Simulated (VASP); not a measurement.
A run of VASP 6.6.1 is set up as follows.

File INCAR:

```
PREC = Accurate
ENCUT = 520
EDIFF = 1E-6
ISMEAR = 0
SIGMA = 0.02
LREAL = F
LASPH = T
NELM = 80
ALGO = Normal
ISIF = 2
LWAVE = F
LCHARG = F
LDIPOL = T
IDIPOL = 3
DIPOL = 0.5 0.5 0.500
GGA = PE
IVDW = 12
IBRION = 2
NSW = 60
EDIFFG = -0.01
```

File KPOINTS:

```
regular mesh
0
Gamma
  12 12 1
```

File POSCAR:

```
SnSe2
1.0
    3.7481854908      0.0000000000      0.0000000000
   -1.8740927454      3.2460238531      0.0000000000
    0.0000000000      0.0000000000     32.3760079985
Se Sn
2 1
Direct
    0.6666666667      0.3333333333      0.4505636622
    0.3333333333      0.6666666667      0.5494363378
    0.0000000000      0.0000000000      0.5000000000
```

Potentials or basis: VASP PAW PBE potentials, release 64 (Se, Sn_d).

Command:

```sh
$ cat potpaw_PBE.64/Se/POTCAR potpaw_PBE.64/Sn_d/POTCAR > POTCAR
$ mpirun -np 1 vasp_std > vasp.out
```

**Question.** Estimate the band gap on the k mesh.

**Answer.** 0.66 eV (least direct gap 1.10 eV).

**Question.** Estimate the dispersion energy per atom.

**Answer.** -0.262 eV.

**Question.** Estimate the energy gained by relaxing.

**Answer.** 2.3 meV/atom.

Final structure:
```
CELL_PARAMETERS angstrom
3.74819 0.00000 0.00000
-1.87409 3.24602 0.00000
0.00000 0.00000 32.37601
ATOMIC_POSITIONS crystal
Se 0.66667 0.33333 0.44974
Se 0.33333 0.66667 0.55026
Sn 0.00000 0.00000 0.50000
```

Caveat: the cell differs from its parent crystal (biaxial strain -0.020); semilocal functionals underestimate gaps, and a narrow one can read as zero; spin-orbit coupling is left out, which moves the levels of the heavy elements.
